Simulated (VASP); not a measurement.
# Mn (P6_3/mmc) in VASP: notebook, part 2 of 2

VASP 6.6.1. The steps go on from the part before.

## Step 3: Single point, PBEsol (volume scaled by 0.88)

INCAR reads:

```
PREC     = Accurate       # precision mode
ENCUT    = 520            # plane-wave cutoff, eV
EDIFF    = 1E-6           # SCF threshold, eV
ISMEAR   = -1             # smearing method
SIGMA    = 0.1            # smearing width, eV
LREAL    = F              # projectors in reciprocal space
LASPH    = T              # aspherical terms in the spheres
NELM     = 100            # most SCF steps
ALGO     = Normal         # electronic algorithm
ISIF     = 2              # what is computed and relaxed
LWAVE    = F              # write WAVECAR
LCHARG   = F              # write CHGCAR
GGA      = PS             # functional
NBANDS   = 34             # bands
```

KPOINTS reads:

```
regular mesh
0
Gamma
  16 16 5
```

POSCAR reads:

```
Mn
1.0
    2.3526310168      0.0000000000      0.0000000000
   -1.1763155084      2.0374382263      0.0000000000
    0.0000000000      0.0000000000      7.5873476841
Mn
4
Direct
    1.0000000000      0.0000000000      1.0000000000
    1.0000000000      0.0000000000      0.5000000000
    0.3333333333      0.6666666667      0.2500000000
    0.6666666667      0.3333333333      0.7500000000
```

Potentials or basis: VASP PAW PBE potentials, release 64 (Mn_pv).

On the command line:

```console
$ cat potpaw_PBE.64/Mn_pv/POTCAR > POTCAR
$ mpirun -np 1 vasp_std > vasp.out
```

OUTCAR:

```text
PREC = Accurate
   ENCUT = 520
   EDIFF = 1E-6
   ISMEAR = -1
   LREAL = F
   LASPH = T
   NELM = 100
   ISIF = 2
   GGA = PS

 ion  position               nearest neighbor table
   1  0.000  0.000  0.000-   3 2.33   4 2.33   4 2.33   3 2.33   4 2.33   3 2.33
   2  0.000  0.000  0.500-   3 2.33   4 2.33   4 2.33   3 2.33   4 2.33   3 2.33
   3  0.333  0.667  0.250-   1 2.33   2 2.33   1 2.33   2 2.33   1 2.33   2 2.33
   4  0.667  0.333  0.750-   1 2.33   2 2.33   1 2.33   2 2.33   1 2.33   2 2.33

  LATTYP: Found a hexagonal cell.
 ALAT       =     2.3526310168
 C/A-ratio  =     3.2250478847

  Lattice vectors:

 A1 = (   2.3526310168,   0.0000000000,   0.0000000000)
 A2 = (  -1.1763155084,   2.0374382263,   0.0000000000)
 A3 = (   0.0000000000,   0.0000000000,   7.5873476841)

Analysis of symmetry for initial positions (statically):
=====================================================================
 Subroutine PRICEL returns:
 Original cell was already a primitive cell.

 Routine SETGRP: Setting up the symmetry group for a
 hexagonal supercell.

 Subroutine GETGRP returns: Found 24 space group operations
 (whereof 12 operations were pure point group operations)
 out of a pool of 24 trial point group operations.

The static configuration has the point symmetry D_3d.
 The point group associated with its full space group is D_6h.

Analysis of symmetry for dynamics (positions and initial velocities):
=====================================================================
 Subroutine PRICEL returns:
 Original cell was already a primitive cell.

 Routine SETGRP: Setting up the symmetry group for a
 hexagonal supercell.

 Subroutine GETGRP returns: Found 24 space group operations
 (whereof 12 operations were pure point group operations)
 out of a pool of 24 trial point group operations.

The dynamic configuration has the point symmetry D_3d.
 The point group associated with its full space group is D_6h.

 Subroutine INISYM returns: Found 24 space group operations
 (whereof 12 operations are pure point group operations),
 and found     1 'primitive' translations

----------------------------------------------------------------------------------------

                                     Primitive cell

  volume of cell :      36.3687

  direct lattice vectors                    reciprocal lattice vectors
     2.352631017  0.000000000  0.000000000     0.425056030  0.245406213  0.000000000
    -1.176315508  2.037438226  0.000000000     0.000000000  0.490812427  0.000000000
     0.000000000  0.000000000  7.587347684     0.000000000  0.000000000  0.131798362

  length of vectors
     2.352631017  2.352631017  7.587347684     0.490812427  0.490812427  0.131798362

  position of ions in fractional coordinates (direct lattice)
     0.000000000  0.000000000  0.000000000
     0.000000000  0.000000000  0.500000000
     0.333333333  0.666666667  0.250000000
     0.666666667  0.333333333  0.750000000

  ion indices of the primitive-cell ions
   primitive index   ion index
                 1           1
                 2           2
                 3           3
                 4           4

----------------------------------------------------------------------------------------
[... 22 lines left out ...]

 Found     90 irreducible k-points:

 Following reciprocal coordinates:
            Coordinates               Weight
  0.000000  0.000000  0.000000      1.000000
  0.062500 -0.000000  0.000000      6.000000
  0.125000 -0.000000  0.000000      6.000000
  0.187500 -0.000000  0.000000      6.000000
  0.250000 -0.000000  0.000000      6.000000
  0.312500 -0.000000  0.000000      6.000000
[... 16 lines left out ...]
  0.187500  0.187500  0.000000      6.000000
  0.250000  0.187500  0.000000     12.000000
 [... further k-points ...]
   k-points           NKPTS =     90   k-points in BZ     NKDIM =     90   number of bands    NBANDS=     34
   number of dos      NEDOS =    301   number of ions     NIONS =      4
   total plane-waves  NPLWV =  18144
   dimension x,y,z NGX =    18 NGY =   18 NGZ =   56
   dimension x,y,z NGXF=    36 NGYF=   36 NGZF=  112
   ions per type =               4
   NGX,Y,Z   is equivalent  to a cutoff of  12.72, 12.72, 12.27 a.u.
   NGXF,Y,Z  is equivalent  to a cutoff of  25.44, 25.44, 24.54 a.u.
 SYSTEM =  unknown system
   PREC   = accura    normal or accurate (medium, high low for compatibility)
   ISTART =      0    job   : 0-new  1-cont  2-samecut
   ICHARG =      2    charge: 1-file 2-atom 10-const
   ISPIN  =      1    spin polarized calculation?
   LNONCOLLINEAR =      F non collinear calculations
   LSORBIT =      F    spin-orbit coupling
   LASPH  =      T    aspherical Exc in radial PAW
   ENCUT  =  520.0 eV  38.22 Ry    6.18 a.u.   4.37  4.37 14.11*2*pi/ulx,y,z
   NELM   =    100;   NELMIN=  2; NELMDL= -5     # of ELM steps
   EDIFF  = 0.1E-05   stopping-criterion for ELM
   LREAL  =      F    real-space projection
   EDIFFG = 0.1E-04   stopping-criterion for IOM
   NSW    =      0    number of steps for IOM
   IBRION =     -1    ionic relax: 0-MD 1-quasi-New 2-CG
   NFREE  =      0    steps in history (QN), initial steepest desc. (CG)
   ISIF   =      2    stress and relaxation
   ISYM   =      2    0-nonsym 1-usesym 2-fastsym
   POTIM  = 0.5000    time-step for ionic-motion
   TEBEG  =    0.0;   TEEND  =   0.0 temperature during run
   PSTRESS=    0.0 pullay stress
   NELECT =      52.0000    total number of electrons
   NUPDOWN=      -1.0000    fix difference up-down
   EMIN   =  10.00;   EMAX   =-10.00  energy-range for DOS
   EFERMI =   0.00;   METHOD = LEGACY
   ISMEAR =    -1;   SIGMA  =   0.10  broadening in eV -4-tet -1-fermi 0-gaus
   EFERMI_NEDOS =   21; number of points for ismear=-14 and -15
   IALGO  =     38    algorithm
   IMIX   =      4    mixing-type and parameters
     AMIX     =   0.40;   BMIX     =  1.00
     AMIX_MAG =   1.60;   BMIX_MAG =  1.00
  volume/ion in A,a.u.               =       9.09        61.36
  Fermi-wavevector in a.u.,A,eV,Ry     =   1.844307  3.485235 46.279782  3.401468
  Thomas-Fermi vector in A             =   2.895813
   LORBIT       =      0    0 simple, 1 ext, 2 COOP (PROOUT), +10 PAW based schemes
   GGA     = PS    functional components
   LHFCALC =     F    Hartree Fock is set to
   AEXX    =    0.0000 exact exchange contribution
   IVDW    =     0    specifies the selected vdW correction
   LEPSILON=     F    determine dielectric tensor
   LRPA    =     F    only Hartree local field effects (RPA)
 non-spin polarized calculation
  energy-cutoff  :      520.00
  volume of cell :       36.37
 maximum number of plane-waves:      1007
 NGX is ok and might be reduce to    18
   NGX =  9   NGY =  9   NGZ = 29

 number of electron      52.0000015 magnetization

 Free energy of the ion-electron system (eV)
  ---------------------------------------------------
  ext. energy  EPLUGINS =         0.00000000
  ---------------------------------------------------
  free energy    TOTEN  =       -38.18798786 eV

  energy without entropy =      -38.05001136  energy(sigma->0) =      -38.11899961

 E-fermi :  12.8300     XC(G=0): -15.2396

 val. band max:       12.8228805313   @ k =   0.3125   0.2500   0.0000
 cond. band min:      12.8371621121   @ k =   0.1875   0.0625   0.4000
 fundamental gap:      0.0142815808
 Fermi energy:        12.8300315300

 k-point     1 :       0.0000    0.0000    0.0000
  band No.  band energies     occupation
      1     -35.7623      2.00000
      2     -35.1473      2.00000
      3     -35.0629      2.00000
      4     -34.6025      2.00000
      5     -34.6025      2.00000
      6     -34.5163      2.00000
[... 877 lines left out ...]
     33      16.1675      0.00000
     34      17.0276      0.00000

 [... further k-points ...]

------------------------ aborting loop because EDIFF is reached ----------------------------------------

  FORCE on cell =-STRESS in cart. coord.  units (eV):
  Direction    XX          YY          ZZ          XY          YZ          ZX
  --------------------------------------------------------------------------------------
  -------------------------------------------------------------------------------------
  Total       11.8761325     11.8761325     11.8007919     -0.0000000      0.0000000      0.0000000
  in kB      523.1875040    523.1875040    519.8684717     -0.0000000      0.0000000      0.0000000
  external PRESSURE =     522.0811599 kB  Pullay stress =       0.0000000 kB

 VOLUME and BASIS-vectors are now :
 -----------------------------------------------------------------------------
  energy-cutoff  :      520.00
  volume of cell :       36.37
      direct lattice vectors                 reciprocal lattice vectors
     2.352631017  0.000000000  0.000000000     0.425056030  0.245406213  0.000000000
    -1.176315508  2.037438226  0.000000000     0.000000000  0.490812427  0.000000000
     0.000000000  0.000000000  7.587347684     0.000000000  0.000000000  0.131798362

 POSITION                                       TOTAL-FORCE (eV/Angst)
 -----------------------------------------------------------------------------------
      0.00000      0.00000      0.00000        -0.000000      0.000000     -0.000000
      0.00000      0.00000      3.79367        -0.000000      0.000000     -0.000000
     -0.00000      1.35829      1.89684         0.000000     -0.000000      0.000000
      1.17632      0.67915      5.69051        -0.000000      0.000000     -0.000000
 -----------------------------------------------------------------------------------
    total drift:                                0.000000     -0.000000      0.000000

  FREE ENERGIE OF THE ION-ELECTRON SYSTEM (eV)
  ---------------------------------------------------
  free  energy   TOTEN  =       -38.1879878634 eV

  energy  without entropy=      -38.0500113645  energy(sigma->0) =      -38.11899961
```

Wall time 74 s (1 thread of Intel Xeon Platinum 8488C (Sapphire Rapids), shared host); peak memory 0.2 GiB.

What came out:

```yaml
Free_energy: -38.1880 eV
Pressure: 52.2 GPa
Band_gap_on_the_k_mesh: zero (band 26 reaches 14.57 eV, above the bottom of band 27 at 11.79 eV)
```

Stress tensor (GPa, compression positive):
```
52.32  0.00  0.00
 0.00 52.32  0.00
 0.00  0.00 51.99
```

Caveat: the PAW data sets were made with another functional, which shifts forces and pressure a little; the run has no spin polarisation, though such a crystal can be magnetic.

## Step 4: Single point, PBEsol (volume scaled by 0.92)

INCAR reads:

```
SYSTEM = Mn
PREC     = Accurate       ! precision mode
ENCUT    = 520            ! plane-wave cutoff, eV
EDIFF    = 1E-7           ! SCF threshold, eV
ISMEAR   = -1             ! smearing method
SIGMA    = 0.1            ! smearing width, eV
LREAL    = .FALSE.        ! projectors in reciprocal space
LASPH    = .TRUE.         ! aspherical terms in the spheres
NELM     = 60             ! most SCF steps
ALGO     = Normal         ! electronic algorithm
ISIF     = 2              ! what is computed and relaxed
LWAVE    = .FALSE.        ! write WAVECAR
LCHARG   = .FALSE.        ! write CHGCAR
GGA      = PS             ! functional
NBANDS   = 34             ! bands
```

KPOINTS reads:

```
regular mesh
0
G
  16 16 5
  0 0 0
```

POSCAR reads:

```
Mn
1.0
    2.3877500901      0.0000000000      0.0000000000
   -1.1938750450      2.0678522360      0.0000000000
    0.0000000000      0.0000000000      7.7006083774
Mn
4
Direct
    1.0000000000      0.0000000000      1.0000000000
    1.0000000000      0.0000000000      0.5000000000
    0.3333333333      0.6666666667      0.2500000000
    0.6666666667      0.3333333333      0.7500000000
```

Potentials or basis: VASP PAW PBE potentials, release 64 (Mn_pv).

On the command line:

```console
$ cat potpaw_PBE.64/Mn_pv/POTCAR > POTCAR
$ mpirun -np 1 vasp_std > vasp.out
```

OUTCAR:

```text
SYSTEM = Mn
   PREC = Accurate
   ENCUT = 520
   EDIFF = 1E-7
   ISMEAR = -1
   LREAL = .FALSE.
   LASPH = .TRUE.
   NELM = 60
   ISIF = 2
   GGA = PS

 ion  position               nearest neighbor table
   1  0.000  0.000  0.000-   3 2.37   4 2.37   4 2.37   3 2.37   4 2.37   3 2.37
   2  0.000  0.000  0.500-   3 2.37   4 2.37   4 2.37   3 2.37   4 2.37   3 2.37
   3  0.333  0.667  0.250-   1 2.37   2 2.37   1 2.37   2 2.37   1 2.37   2 2.37
   4  0.667  0.333  0.750-   1 2.37   2 2.37   1 2.37   2 2.37   1 2.37   2 2.37

  LATTYP: Found a hexagonal cell.
 ALAT       =     2.3877500901
 C/A-ratio  =     3.2250478848

  Lattice vectors:

 A1 = (   2.3877500901,   0.0000000000,   0.0000000000)
 A2 = (  -1.1938750450,   2.0678522360,   0.0000000000)
 A3 = (   0.0000000000,   0.0000000000,   7.7006083774)

Analysis of symmetry for initial positions (statically):
=====================================================================
 Subroutine PRICEL returns:
 Original cell was already a primitive cell.

 Routine SETGRP: Setting up the symmetry group for a
 hexagonal supercell.

 Subroutine GETGRP returns: Found 24 space group operations
 (whereof 12 operations were pure point group operations)
 out of a pool of 24 trial point group operations.

The static configuration has the point symmetry D_3d.
 The point group associated with its full space group is D_6h.

Analysis of symmetry for dynamics (positions and initial velocities):
=====================================================================
 Subroutine PRICEL returns:
 Original cell was already a primitive cell.

 Routine SETGRP: Setting up the symmetry group for a
 hexagonal supercell.

 Subroutine GETGRP returns: Found 24 space group operations
 (whereof 12 operations were pure point group operations)
 out of a pool of 24 trial point group operations.

The dynamic configuration has the point symmetry D_3d.
[... 116 lines left out ...]
   NUPDOWN=      -1.0000    fix difference up-down
   EMIN   =  10.00;   EMAX   =-10.00  energy-range for DOS
   EFERMI =   0.00;   METHOD = LEGACY
   ISMEAR =    -1;   SIGMA  =   0.10  broadening in eV -4-tet -1-fermi 0-gaus
   EFERMI_NEDOS =   21; number of points for ismear=-14 and -15
   IALGO  =     38    algorithm
   IMIX   =      4    mixing-type and parameters
     AMIX     =   0.40;   BMIX     =  1.00
     AMIX_MAG =   1.60;   BMIX_MAG =  1.00
  volume/ion in A,a.u.               =       9.51        64.15
  Fermi-wavevector in a.u.,A,eV,Ry     =   1.817181  3.433974 44.928425  3.302146
  Thomas-Fermi vector in A             =   2.874438
   LORBIT       =      0    0 simple, 1 ext, 2 COOP (PROOUT), +10 PAW based schemes
   GGA     = PS    functional components
   LHFCALC =     F    Hartree Fock is set to
   AEXX    =    0.0000 exact exchange contribution
   IVDW    =     0    specifies the selected vdW correction
   LEPSILON=     F    determine dielectric tensor
   LRPA    =     F    only Hartree local field effects (RPA)
 non-spin polarized calculation
  energy-cutoff  :      520.00
  volume of cell :       38.02
 maximum number of plane-waves:      1055
 NGX is ok and might be reduce to    18
   NGX =  9   NGY =  9   NGZ = 29

 number of electron      51.9999955 magnetization

 Free energy of the ion-electron system (eV)
  ---------------------------------------------------
  ext. energy  EPLUGINS =         0.00000000
  ---------------------------------------------------
  free energy    TOTEN  =       -38.61392373 eV

  energy without entropy =      -38.46704095  energy(sigma->0) =      -38.54048234

 E-fermi :  12.1085     XC(G=0): -14.9539

 val. band max:       12.1064765798   @ k =   0.3125   0.2500   0.0000
 cond. band min:      12.1223119093   @ k =   0.1875   0.0625   0.4000
 fundamental gap:      0.0158353295
 Fermi energy:        12.1084973982

 k-point     1 :       0.0000    0.0000    0.0000
  band No.  band energies     occupation
      1     -36.3590      2.00000
      2     -35.8253      2.00000
      3     -35.7457      2.00000
      4     -35.3512      2.00000
      5     -35.3512      2.00000
      6     -35.2759      2.00000
[... 877 lines left out ...]
     33      15.2345      0.00000
     34      16.0519      0.00000

 [... further k-points ...]
[... 5 lines left out ...]
  --------------------------------------------------------------------------------------
  -------------------------------------------------------------------------------------
  Total        7.3526433      7.3526433      7.2979771      0.0000000      0.0000000      0.0000000
  in kB      309.8280035    309.8280035    307.5244639      0.0000000      0.0000000      0.0000000
  external PRESSURE =     309.0601570 kB  Pullay stress =       0.0000000 kB

 VOLUME and BASIS-vectors are now :
 -----------------------------------------------------------------------------
  energy-cutoff  :      520.00
  volume of cell :       38.02
      direct lattice vectors                 reciprocal lattice vectors
     2.387750090  0.000000000  0.000000000     0.418804298  0.241796774  0.000000000
    -1.193875045  2.067852236  0.000000000     0.000000000  0.483593548  0.000000000
     0.000000000  0.000000000  7.700608377     0.000000000  0.000000000  0.129859870

 POSITION                                       TOTAL-FORCE (eV/Angst)
 -----------------------------------------------------------------------------------
      0.00000      0.00000      0.00000         0.000000      0.000000     -0.000000
      0.00000      0.00000      3.85030         0.000000      0.000000     -0.000000
     -0.00000      1.37857      1.92515         0.000000     -0.000000      0.000000
      1.19388      0.68928      5.77546        -0.000000     -0.000000      0.000000
 -----------------------------------------------------------------------------------
    total drift:                                0.000000     -0.000000      0.000000

  FREE ENERGIE OF THE ION-ELECTRON SYSTEM (eV)
  ---------------------------------------------------
  free  energy   TOTEN  =       -38.6139237321 eV

  energy  without entropy=      -38.4670409548  energy(sigma->0) =      -38.54048234
```

stdout:

```text
POSCAR found type information on POSCAR Mn
 POSCAR found :  1 types and       4 ions
 scaLAPACK will be used
 -----------------------------------------------------------------------------
|                                                                             |
|                                                                             |
|     You enforced a specific xc type in the INCAR file but a different       |
|     I HOPE YOU KNOW WHAT YOU ARE DOING!                                     |
|                                                                             |
 -----------------------------------------------------------------------------

 LDA part: xc-table for (Slater+PW92), standard interpolation
 POSCAR, INCAR and KPOINTS ok, starting setup
 FFT: planning ... GRIDC
 FFT: planning ... GRID_SOFT
 FFT: planning ... GRID
 WAVECAR not read
 entering main loop
```

Wall time 89 s (1 thread of Intel Xeon Platinum 8488C (Sapphire Rapids), shared host); peak memory 0.21 GiB.

Results:

```yaml
Free_energy: -38.6139 eV
Pressure: 30.9 GPa
Band_gap_on_the_k_mesh: zero (band 26 reaches 13.71 eV, above the bottom of band 27 at 11.07 eV)
```

Caveat: the PAW data sets were made with another functional, which shifts forces and pressure a little; the run has no spin polarisation, though such a crystal can be magnetic.

## Step 5: The runs side by side

| cell | k mesh | gap on the mesh (eV) | pressure (GPa) |
| --- | --- | --- | --- |
| a = 2.455, b = 2.455, c = 7.918 Å, angles 90.0, 90.0, 120.0°, 4 atoms | 14 × 14 × 4 | none | -0.1 |
| a = 2.353, b = 2.353, c = 7.587 Å, angles 90.0, 90.0, 120.0°, 4 atoms | 16 × 16 × 5 | none | 52.2 |
| a = 2.388, b = 2.388, c = 7.701 Å, angles 90.0, 90.0, 120.0°, 4 atoms | 16 × 16 × 5 | none | 30.9 |

Alike in all rows: task single point; level PBEsol; potentials or basis VASP PAW PBE potentials, release 64 (Mn_pv); no spin polarisation; cutoff (eV) 520; smearing fermi-dirac 0.1 eV.

Caveats: the PAW data sets were made with another functional, which shifts forces and pressure a little; the run has no spin polarisation, though such a crystal can be magnetic.

Total energies depend on the potentials used, so only differences within one code and one set of settings carry meaning.
